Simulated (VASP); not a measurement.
## NbAl3: single point with LDA

NbAl3:

```
Al Nb
1.0
    -1.91698    1.91698    4.29245
     1.91698   -1.91698    4.29245
     1.91698    1.91698   -4.29245
Al Nb
3 1
Cartesian
  0.0000 0.0000 4.2925
  0.0000 1.9170 2.1462
  1.9170 0.0000 2.1462
  0.0000 0.0000 0.0000
```

```json
{
  "Program": "VASP 6.6.1",
  "Task": "single point",
  "Functional": "LDA",
  "Potentials or basis": "VASP PAW LDA potentials, release 64 (Al, Nb_sv)",
  "Cutoff": "520 eV",
  "k mesh": "12 × 12 × 12",
  "Occupations": "tetrahedron",
  "Spin": "no spin polarisation",
  "Dipole correction": "no",
  "Further INCAR settings": "ALGO = Normal; EDIFF = 1e-06; NBANDS = 19"
}
```

```json
{"Pressure": "-3.9 GPa", "Band gap on the k mesh": "zero (band 11 reaches 9.52 eV, above the bottom of band 12 at 9.24 eV)"}
```

Stress tensor (GPa, compression positive):
```
-4.14  0.00  0.00
 0.00 -4.14  0.00
 0.00  0.00 -3.46
```

Levels at points of the mesh, in eV from the Fermi level:
```
           k point  band 8  band 9  band 10  band 11  band 12  band 13  band 14  band 15
(0.00, 0.00, 0.00)   -2.63   -2.03    -2.03     0.11     1.69     1.69     1.85     2.36
(0.50, 0.00, 0.00)   -2.98   -2.07    -1.20    -0.29     1.55     1.89     2.86     2.92
(0.50, 0.50, 0.00)   -3.89   -2.78    -2.57    -1.99     1.61     1.74     2.73     2.95
(0.50, 0.50, 0.50)   -1.03   -1.03    -0.95    -0.04    -0.04     0.27     3.13     5.28
```

It took 6.9 min on 1 thread of Intel Xeon 8259CL (shared host), peak memory 0.33 GiB.

Caveat: tetrahedron occupations give inexact forces and stress in metals.
